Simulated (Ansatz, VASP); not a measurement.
Two plane-wave programs on MnO

```
Mn O
1.0
     2.67239    0.00000    0.00000
     0.00000    2.67239    0.00000
     0.00000    0.00000    2.67239
Mn O
1 1
Direct
  0.00000 0.00000 0.00000
  0.50000 0.50000 0.50000
```

Alike in both runs: functional HSE06; k mesh 5 × 5 × 5; occupations fermi-dirac, width 0.05 eV; collinear spin.

|  | VASP | Ansatz |
| --- | --- | --- |
| version | VASP 6.6.1 | Ansatz 0.2.0 |
| potentials or method | VASP PAW PBE potentials, release 64 (Mn_pv, O) | Ansatz PAW |
| plane-wave cutoff (eV) | 520 | 420 |
| valence electrons in the cell | 19 | 21 |
| task | single point | band structure |

VASP gave:

- gap on the k mesh at the Fermi level (eV): 2.06
- least direct gap on the mesh (eV): 3.10
- pressure (GPa): 16.9
- net moment per atom (μB): 2.50
- size of the moment on the site where the two differ most (μB): 4.58

Task: What did Ansatz give for the same quantities?

Result: gap on the k mesh at the Fermi level (eV): 2.06; least direct gap on the mesh (eV): 3.09; pressure (GPa): 16.2; net moment per atom (μB): 2.50; size of the moment on the site where the two differ most (μB): 4.36.

Site moments also hang on the region over which each program counts them. The functional is the same, so the differences come from potentials, cutoffs and numerics. VASP's potentials hold 19 valence electrons a cell and Ansatz's 21, so a difference there can come from the potentials and not from the codes.

The k mesh is coarse, so the values compare programs but aren't converged. Noted on Ansatz's run: the magnetic or orbital state may not be the lowest; the k mesh misses the band edges, so the gap on the mesh is wider than the one along the path.
